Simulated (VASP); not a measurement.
Input of a VASP 6.6.1 run:

INCAR

```
SYSTEM = Al24GeN23
PREC     = Accurate       ! precision mode
ENCUT    = 520            ! plane-wave cutoff, eV
EDIFF    = 1E-8           ! SCF threshold, eV
ISMEAR   = -1             ! smearing method
SIGMA    = 0.01           ! smearing width, eV
LREAL    = Auto         
LASPH    = .TRUE.         ! aspherical terms in the spheres
NELM     = 100            ! most SCF steps
ALGO     = Normal         ! electronic algorithm
ISIF     = 2              ! what is computed and relaxed
LWAVE    = .FALSE.        ! write WAVECAR
LCHARG   = .FALSE.        ! write CHGCAR
GGA      = PE             ! functional
LEFG     = .TRUE.       
NELECT   = 202.0        
NBANDS   = 130            ! bands
```

Contents of KPOINTS:

```
regular mesh
0
G
  3 4 2
  0 0 0
```

Contents of POSCAR:

```
Al24GeN23
1.0
    9.3390000000      0.0000000000      0.0000000000
   -3.1130000000      5.3918741640      0.0000000000
    0.0000000000      0.0000000000      9.9620000000
Al Ge N
24 1 23
Direct
    0.1111111111      0.3333333334      0.0000000000
    0.1111111111      0.3333333334      0.5000000000
    0.1111111111      0.8333333334      0.0000000000
    0.1111111111      0.8333333334      0.5000000000
    0.4444444444      0.3333333334      0.0000000000
    0.4444444444      0.3333333334      0.5000000000
    0.4444444444      0.8333333334      0.0000000000
    0.4444444444      0.8333333334      0.5000000000
    0.7777777778      0.3333333334      0.0000000000
    0.7777777778      0.3333333334      0.5000000000
    0.7777777778      0.8333333334      0.0000000000
    0.7777777778      0.8333333334      0.5000000000
    0.2222222222      0.1666666666      0.2500000000
    0.2222222222      0.1666666666      0.7500000000
    0.2222222222      0.6666666666      0.2500000000
    0.2222222222      0.6666666666      0.7500000000
    0.5555555556      0.1666666666      0.2500000000
    0.5555555556      0.1666666666      0.7500000000
    0.5555555556      0.6666666666      0.2500000000
    0.5555555556      0.6666666666      0.7500000000
    0.8888888889      0.1666666666      0.2500000000
    0.8888888889      0.1666666666      0.7500000000
    0.8888888889      0.6666666666      0.2500000000
    0.8888888889      0.6666666666      0.7500000000
    0.1111111111      0.3333333334      0.1900000000
    0.1111111111      0.3333333334      0.6900000000
    0.1111111111      0.8333333334      0.1900000000
    0.1111111111      0.8333333334      0.6900000000
    0.4444444444      0.3333333334      0.1900000000
    0.4444444444      0.3333333334      0.6900000000
    0.4444444444      0.8333333334      0.1900000000
    0.4444444444      0.8333333334      0.6900000000
    0.7777777778      0.3333333334      0.1900000000
    0.7777777778      0.3333333334      0.6900000000
    0.7777777778      0.8333333334      0.1900000000
    0.7777777778      0.8333333334      0.6900000000
    0.2222222222      0.1666666666      0.4400000000
    0.2222222222      0.1666666666      0.9400000000
    0.2222222222      0.6666666666      0.4400000000
    0.2222222222      0.6666666666      0.9400000000
    0.5555555556      0.1666666666      0.4400000000
    0.5555555556      0.1666666666      0.9400000000
    0.5555555556      0.6666666666      0.4400000000
    0.5555555556      0.6666666666      0.9400000000
    0.8888888889      0.1666666666      0.4400000000
    0.8888888889      0.1666666666      0.9400000000
    0.8888888889      0.6666666666      0.4400000000
    0.8888888889      0.6666666666      0.9400000000
```

Potentials or basis: VASP PAW PBE potentials, release 64 (Al, Ge_d, N).

The run is started by

```console
$ cat potpaw_PBE.64/Al/POTCAR potpaw_PBE.64/Ge_d/POTCAR potpaw_PBE.64/N/POTCAR > POTCAR
$ mpirun -np 1 vasp_std > vasp.out
```

**Question.** What does it give for the largest force?

**Answer.** 9.774 eV/Å.

Forces in eV/Å, atoms in the order of the input:
```
Al   0.029  0.018 -9.774
Al   0.037  0.021 -0.899
Al   0.137  0.085  0.348
Al   0.246  0.149 -0.353
Al  -0.276 -0.115  0.209
Al  -0.215 -0.187 -0.314
Al  -0.230 -0.176  0.179
Al  -0.247 -0.077 -0.298
Al   0.244 -0.046  0.206
Al   0.176 -0.111 -0.316
Al   0.092  0.242  0.176
Al  -0.002  0.212 -0.304
Al   7.940 -4.806  2.883
Al   0.025 -0.078  0.082
Al  -0.212  9.265  2.892
Al  -0.052  0.061  0.079
Al   0.022  0.083 -0.449
Al  -0.013 -0.022 -0.028
Al  -0.124 -0.142 -0.390
Al  -0.001  0.012 -0.041
Al  -7.954 -4.567  2.943
Al  -0.011 -0.011  0.063
Al   0.324  0.155 -0.393
Al   0.057  0.030 -0.033
Ge  -0.006 -0.005  0.798
N   -0.012 -0.006  0.123
N    0.145  0.084  0.167
N   -0.146 -0.086  0.118
N    0.912 -0.067  0.152
N    0.107  0.105  0.119
N    0.485  0.866  0.149
N    0.141  0.038  0.119
N   -0.916 -0.065  0.148
N   -0.096  0.062  0.118
N   -0.595 -0.805  0.140
N    0.007 -0.114  0.119
N    0.617 -0.289  1.180
N    0.509 -0.226 -0.998
N    0.064  0.683  1.174
N    0.063  0.558 -0.992
N    0.038  0.048  0.318
N    0.032  0.038 -0.097
N    0.048  0.003  0.314
N    0.041  0.004 -0.076
N   -0.663 -0.387  1.158
N   -0.548 -0.319 -0.969
N   -0.114 -0.061  0.344
N   -0.104 -0.056 -0.095
```

Caveat: the cell carries a net charge on a neutralising background, which shifts energy and pressure; without QUAD_EFG the Cq values of the log hold for a quadrupole moment of 1 mb, not for the nuclei.
